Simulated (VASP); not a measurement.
# Ca (R-3m) in VASP: a series of runs, part 2 of 2

VASP 6.6.1. Earlier steps stand in the parts before.

**4. Single point, PBE (Mg replaced by Ca, lengths x 1.149, strained)**

INCAR reads:

```
SYSTEM = Ca
PREC = Accurate
ENCUT = 520
EDIFF = 1E-6
ISMEAR = 0
SIGMA = 0.1
LREAL = .FALSE.
LASPH = .TRUE.
NELM = 60
ALGO = Fast
ISIF = 2
LWAVE = .FALSE.
LCHARG = .FALSE.
GGA = PE
NBANDS = 22
```

KPOINTS reads:

```
Automatic mesh
0
G
  12 12 12
  0 0 0
```

POSCAR reads:

```
Ca
1.0
    1.9425347034      1.1215229340      8.5949798746
   -1.9425347034      1.1215229340      8.5949798746
    0.0000000000     -2.2430458678      8.5949798746
Ca
3
Direct
    0.0000000000      0.0000000000      0.0000000000
    0.2298886055      0.2298886055      0.2298886055
    0.7701113945      0.7701113945      0.7701113945
```

Potentials or basis: VASP PAW PBE potentials, release 64 (Ca_sv).

Launch:

```bash
cat potpaw_PBE.64/Ca_sv/POTCAR > POTCAR
mpirun -np 1 vasp_std > vasp.out
```

OUTCAR:

```text
SYSTEM = Ca
   PREC = Accurate
   ENCUT = 520
   EDIFF = 1E-6
   ISMEAR = 0
   LREAL = .FALSE.
   LASPH = .TRUE.
   NELM = 60
   ISIF = 2
   GGA = PE

 ion  position               nearest neighbor table
   1  0.000  0.000  0.000-
   2  0.230  0.230  0.230-
   3  0.770  0.770  0.770-

  LATTYP: Found a trigonal (rhomboedric) cell.
 ALAT       =     8.8828449165
 COS(alpha) =     0.9043547497

  Lattice vectors:

 A1 = (   1.9425347034,   1.1215229340,   8.5949798746)
 A2 = (  -1.9425347034,   1.1215229340,   8.5949798746)
 A3 = (   0.0000000000,  -2.2430458678,   8.5949798746)

Analysis of symmetry for initial positions (statically):
=====================================================================
 Subroutine PRICEL returns:
 Original cell was already a primitive cell.

 Routine SETGRP: Setting up the symmetry group for a
 trigonal (rhombohedral) supercell.

 Subroutine GETGRP returns: Found 12 space group operations
 (whereof 12 operations were pure point group operations)
 out of a pool of 12 trial point group operations.

The static configuration has the point symmetry D_3d.

Analysis of symmetry for dynamics (positions and initial velocities):
=====================================================================
 Subroutine PRICEL returns:
 Original cell was already a primitive cell.

 Routine SETGRP: Setting up the symmetry group for a
 trigonal (rhombohedral) supercell.

 Subroutine GETGRP returns: Found 12 space group operations
 (whereof 12 operations were pure point group operations)
 out of a pool of 12 trial point group operations.

The dynamic configuration has the point symmetry D_3d.

 Subroutine INISYM returns: Found 12 space group operations
 (whereof 12 operations are pure point group operations),
 and found     1 'primitive' translations

----------------------------------------------------------------------------------------

                                     Primitive cell

  volume of cell :     112.3500

  direct lattice vectors                    reciprocal lattice vectors
     1.942534703  1.121522934  8.594979875     0.257395659  0.148607453  0.038782329
    -1.942534703  1.121522934  8.594979875    -0.257395659  0.148607453  0.038782329
     0.000000000 -2.243045868  8.594979875     0.000000000 -0.297214906  0.038782329

  length of vectors
     8.882844916  8.882844916  8.882844916     0.299734498  0.299734498  0.299734498

  position of ions in fractional coordinates (direct lattice)
     0.000000000  0.000000000  0.000000000
     0.229888606  0.229888606  0.229888606
     0.770111394  0.770111394  0.770111394

  ion indices of the primitive-cell ions
   primitive index   ion index
                 1           1
                 2           2
                 3           3

----------------------------------------------------------------------------------------

 KPOINTS: Automatic mesh

Automatic generation of k-mesh.
 Grid dimensions read from file:
 generate k-points for:   12   12   12

 Generating k-lattice:

  Cartesian coordinates                     Fractional coordinates (reciprocal lattice)
     0.021449638  0.012383954  0.003231861     0.083333333  0.000000000 -0.000000000
    -0.021449638  0.012383954  0.003231861     0.000000000  0.083333333 -0.000000000
     0.000000000 -0.024767909  0.003231861     0.000000000  0.000000000  0.083333333

  Length of vectors
     0.024977875  0.024977875  0.024977875

  Shift w.r.t. Gamma in fractional coordinates (k-lattice)
     0.000000000  0.000000000  0.000000000

 Subroutine IBZKPT returns following result:
 ===========================================

 Found    189 irreducible k-points:

 Following reciprocal coordinates:
            Coordinates               Weight
  0.000000  0.000000  0.000000      1.000000
  0.083333 -0.000000  0.000000      6.000000
  0.166667 -0.000000  0.000000      6.000000
  0.250000  0.000000  0.000000      6.000000
  0.333333 -0.000000  0.000000      6.000000
  0.416667 -0.000000  0.000000      6.000000
[... 16 lines left out ...]
  0.500000  0.166667  0.000000     12.000000
 -0.416667  0.166667 -0.000000     12.000000
 [... further k-points ...]
   k-points           NKPTS =    189   k-points in BZ     NKDIM =    189   number of bands    NBANDS=     22
   number of dos      NEDOS =    301   number of ions     NIONS =      3
   total plane-waves  NPLWV = 343000
   dimension x,y,z NGX =    70 NGY =   70 NGZ =   70
   dimension x,y,z NGXF=   140 NGYF=  140 NGZF=  140
   ions per type =               3
   NGX,Y,Z   is equivalent  to a cutoff of  13.10, 13.10, 13.10 a.u.
   NGXF,Y,Z  is equivalent  to a cutoff of  26.20, 26.20, 26.20 a.u.
 SYSTEM =  Ca
   PREC   = accura    normal or accurate (medium, high low for compatibility)
   ISTART =      0    job   : 0-new  1-cont  2-samecut
   ICHARG =      2    charge: 1-file 2-atom 10-const
   ISPIN  =      1    spin polarized calculation?
   LNONCOLLINEAR =      F non collinear calculations
   LSORBIT =      F    spin-orbit coupling
   LASPH  =      T    aspherical Exc in radial PAW
   ENCUT  =  520.0 eV  38.22 Ry    6.18 a.u.  16.52 16.52 16.52*2*pi/ulx,y,z
   NELM   =     60;   NELMIN=  2; NELMDL= -5     # of ELM steps
   EDIFF  = 0.1E-05   stopping-criterion for ELM
   LREAL  =      F    real-space projection
   EDIFFG = 0.1E-04   stopping-criterion for IOM
   NSW    =      0    number of steps for IOM
   IBRION =     -1    ionic relax: 0-MD 1-quasi-New 2-CG
   NFREE  =      0    steps in history (QN), initial steepest desc. (CG)
   ISIF   =      2    stress and relaxation
   ISYM   =      2    0-nonsym 1-usesym 2-fastsym
   POTIM  = 0.5000    time-step for ionic-motion
   TEBEG  =    0.0;   TEEND  =   0.0 temperature during run
   PSTRESS=    0.0 pullay stress
   NELECT =      30.0000    total number of electrons
   NUPDOWN=      -1.0000    fix difference up-down
   EMIN   =  10.00;   EMAX   =-10.00  energy-range for DOS
   EFERMI =   0.00;   METHOD = LEGACY
   ISMEAR =     0;   SIGMA  =   0.10  broadening in eV -4-tet -1-fermi 0-gaus
   EFERMI_NEDOS =   21; number of points for ismear=-14 and -15
   IALGO  =     68    algorithm
   IMIX   =      4    mixing-type and parameters
     AMIX     =   0.40;   BMIX     =  1.00
     AMIX_MAG =   1.60;   BMIX_MAG =  1.00
  volume/ion in A,a.u.               =      37.45       252.73
  Fermi-wavevector in a.u.,A,eV,Ry     =   1.054203  1.992155 15.120751  1.111344
  Thomas-Fermi vector in A             =   2.189354
   LORBIT       =      0    0 simple, 1 ext, 2 COOP (PROOUT), +10 PAW based schemes
   GGA     = PE    functional components
   LHFCALC =     F    Hartree Fock is set to
   AEXX    =    0.0000 exact exchange contribution
   IVDW    =     0    specifies the selected vdW correction
   LEPSILON=     F    determine dielectric tensor
   LRPA    =     F    only Hartree local field effects (RPA)
 non-spin polarized calculation
 RMM-DIIS sequential band-by-band and
 Gauss-broadening in eV      SIGMA  =   0.10
  energy-cutoff  :      520.00
  volume of cell :      112.35
 maximum number of plane-waves:      3050
 NGX is ok and might be reduce to    70
   NGX = 33   NGY = 33   NGZ = 33

 number of electron      30.0000000 magnetization

 Free energy of the ion-electron system (eV)
  ---------------------------------------------------
  ext. energy  EPLUGINS =         0.00000000
  ---------------------------------------------------
  free energy    TOTEN  =        -5.43706241 eV

  energy without entropy =       -5.41923346  energy(sigma->0) =       -5.42814794

 E-fermi :   2.4866     XC(G=0):  -8.0985

 val. band max:        2.4846705268   @ k =  -0.3333   0.3333   0.2500
 cond. band min:       2.4871876780   @ k =   0.5000   0.1667   0.0833
 fundamental gap:      0.0025171512
 Fermi energy:         2.4866268420

 k-point     1 :       0.0000    0.0000    0.0000
  band No.  band energies     occupation
      1     -39.3758      2.00000
      2     -39.3684      2.00000
      3     -39.0789      2.00000
      4     -20.4462      2.00000
      5     -20.4431      2.00000
      6     -20.3076      2.00000
[... 14 lines left out ...]
     21       4.7834      0.00000
     22       4.8723      0.00000
[... 552 lines left out ...]
  band No.  band energies     occupation
      1     -39.3615      2.00000
      2     -39.3600      2.00000
      3     -39.0695      2.00000
      4     -20.4476      2.00000
      5     -20.4251      2.00000
      6     -20.4072      2.00000
[... 14 lines left out ...]
     21       4.2821      0.00000
     22       5.0877      0.00000

 [... further k-points ...]

------------------------ aborting loop because EDIFF is reached ----------------------------------------

  FORCE on cell =-STRESS in cart. coord.  units (eV):
  Direction    XX          YY          ZZ          XY          YZ          ZX
  --------------------------------------------------------------------------------------
  -------------------------------------------------------------------------------------
  Total        1.2989734      1.2989734      3.7244789      0.0000000      0.0000000      0.0000000
  in kB       18.5241285     18.5241285     53.1132695      0.0000000      0.0000000      0.0000000
  external PRESSURE =      30.0538421 kB  Pullay stress =       0.0000000 kB

 VOLUME and BASIS-vectors are now :
 -----------------------------------------------------------------------------
  energy-cutoff  :      520.00
  volume of cell :      112.35
      direct lattice vectors                 reciprocal lattice vectors
     1.942534703  1.121522934  8.594979875     0.257395659  0.148607453  0.038782329
    -1.942534703  1.121522934  8.594979875    -0.257395659  0.148607453  0.038782329
     0.000000000 -2.243045868  8.594979875     0.000000000 -0.297214906  0.038782329

 POSITION                                       TOTAL-FORCE (eV/Angst)
 -----------------------------------------------------------------------------------
      0.00000      0.00000      0.00000         0.000000     -0.000000     -0.000000
      0.00000      0.00000      5.92766         0.000000     -0.000000     -0.727138
      0.00000      0.00000     19.85728         0.000000      0.000000      0.727138
 -----------------------------------------------------------------------------------
    total drift:                                0.000000     -0.000000      0.000000

  FREE ENERGIE OF THE ION-ELECTRON SYSTEM (eV)
  ---------------------------------------------------
  free  energy   TOTEN  =        -5.4370624137 eV

  energy  without entropy=       -5.4192334641  energy(sigma->0) =       -5.42814794
```

It took 42 min on 1 thread of Intel Xeon 6975P-C (Granite Rapids), shared host; peak memory 0.92 GiB.

What came out:

```
Free energy            : -5.4371 eV
Pressure               : 3.0 GPa
Largest force          : 0.727 eV/Å
Band gap on the k mesh : zero (bands 15 and 16 overlap by 0.16 eV)
```

Forces in eV/Å, atoms in the order of the input:
```
Ca   0.000  0.000  0.000
Ca   0.000  0.000 -0.727
Ca   0.000  0.000  0.727
```

Stress tensor (GPa, compression positive):
```
1.85 0.00 0.00
0.00 1.85 0.00
0.00 0.00 5.31
```

Caveat: the cell differs from its parent crystal (Mg replaced by Ca, lengths x 1.149, strained); the cell stands under pressure.

**5. Summary**

```csv
cell,k mesh,gap on the mesh (eV),pressure (GPa),largest force (eV/Å)
"a = 9.284 Å, angles 21.2°, 3 atoms, atomic positions A",6 × 6 × 6,none,9.8,1.43
"a = 8.883 Å, angles 25.3°, 3 atoms, atomic positions B",6 × 6 × 6,none,3.0,0.71
"a = 8.883 Å, angles 25.3°, 3 atoms, atomic positions B",12 × 12 × 12,none,3.0,0.73
```

Alike in all rows: task single point; level PBE; potentials or basis VASP PAW PBE potentials, release 64 (Ca_sv); no spin polarisation; cutoff (eV) 520; smearing gaussian 0.1 eV.

Caveats: the cell stands under pressure (at least some runs); forces of over 1 eV/Å act on the atoms, so gaps and moduli don't describe the material at rest (at least some runs).

Absolute energies hang on the potentials; compare differences alone.

The gap in the log of VASP goes by the Fermi energy; the results here count the filled bands.